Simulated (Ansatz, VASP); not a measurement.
# Two plane-wave programs on Ta

```xyz
4
Lattice="4.5589 0.0000 0.0000 -2.2794 3.9481 0.0000 0.0000 0.0000 4.7898" Properties=species:S:1:pos:R:3 pbc="T T T"
Ta    0.0000    0.0000    1.1975
Ta    0.0000    0.0000    3.5924
Ta    0.0000    2.6321    3.5924
Ta    2.2794    1.3160    1.1975
```

Alike in both runs: functional PBEsol; k mesh 6 × 6 × 4; occupations gaussian, width 0.1 eV; no spin polarisation.

Ansatz relaxed the structure, and its values are those at the end. VASP's run is a single point on that final structure, the one shown.

|  | VASP | Ansatz |
| --- | --- | --- |
| version | VASP 6.6.1 | Ansatz 0.2.0 |
| potentials or method | VASP PAW PBE potentials, release 64 (Ta_sv_GW), cutoff 500 eV | scalar-relativistic, plane waves, PAW |
| valence electrons in the cell | 52 | 52 |

|  | VASP | Ansatz | Ansatz less VASP |
| --- | --- | --- | --- |
| gap on the k mesh at the Fermi level (eV) | none | none | - |
| pressure (GPa) | -0.7 | 0.2 | +0.89 |

VASP's potentials were made for PBE, not for PBEsol. A gap of «none» marks a metal or a gap that the smearing closes. With one functional, cell and mesh, what is left measures potentials, basis and numerics.

Spin-orbit coupling is off throughout.
